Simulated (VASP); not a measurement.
## In: relaxation of cell and atoms with PBE

In:

```
In
1.0
    -1.88253    1.88253    1.88253
     1.88253   -1.88253    1.88253
     1.88253    1.88253   -1.88253
In
1
Cartesian
  0.0000 0.0000 0.0000
```

```
Program                : VASP 6.6.1
Task                   : relaxation of cell and atoms
Functional             : PBE
Potentials or basis    : VASP PAW PBE potentials, release 64 (In_d)
Cutoff                 : 600 eV
k mesh                 : 14 × 14 × 14
Occupations            : gaussian, width 0.1 eV
Spin                   : no spin polarisation
Dipole correction      : no
Further INCAR settings : ALGO = Normal; EDIFF = 1e-07; IBRION = 2; EDIFFG = -0.02; NSW = 90; ISIF = 3
```

```json
{
 "Relaxed volume": "27.74 Å³/atom",
 "Relaxed cell": "a = 3.303 Å, b = 3.303 Å, c = 3.303 Å, α = 109.47°, β = 109.47°, γ = 109.47°",
 "Space group after relaxing (to 0.05 Å)": "Im-3m (No. 229)",
 "Energy gained by relaxing": "4.6 meV/atom",
 "Ionic steps": "3",
 "Pressure after relaxing": "0.0 GPa"
}
```

Step by step:
| step | energy change (eV) | largest force (eV/Å) | pressure (GPa) | volume (Å³) |
| --- | --- | --- | --- | --- |
| 1 | 0.0000 | 0.0000 | 1.43 | 26.69 |
| 2 | -0.0045 | 0.0000 | 0.16 | 27.62 |
| 3 | -0.0046 | 0.0000 | 0.00 | 27.74 |

Final structure:
```
In
1.0
    -1.90710    1.90710    1.90710
     1.90710   -1.90710    1.90710
     1.90710    1.90710   -1.90710
In
1
Direct
  0.00000 0.00000 0.00000
```

Levels at points of the mesh, in eV from the Fermi level:
```tsv
k point	band 2	band 3	band 4	band 5	band 6	band 7	band 8	band 9	band 10
(0.00, 0.00, 0.00)	-14.58	-14.58	-14.34	-14.34	-9.10	10.52	10.52	10.52	12.87
(0.50, 0.00, 0.00)	-14.61	-14.36	-14.35	-14.20	-3.88	-2.91	5.70	7.16	9.78
(0.50, 0.50, 0.50)	-14.67	-14.23	-14.23	-14.23	0.67	1.31	1.31	1.31	5.22
```

Wall time 35 s on 1 thread of Intel(R) Xeon(R) 6975P-C (Granite Rapids), on a shared host, peak memory 0.18 GiB.

Caveat: spin-orbit coupling is left out, which moves the levels of the heavy elements.
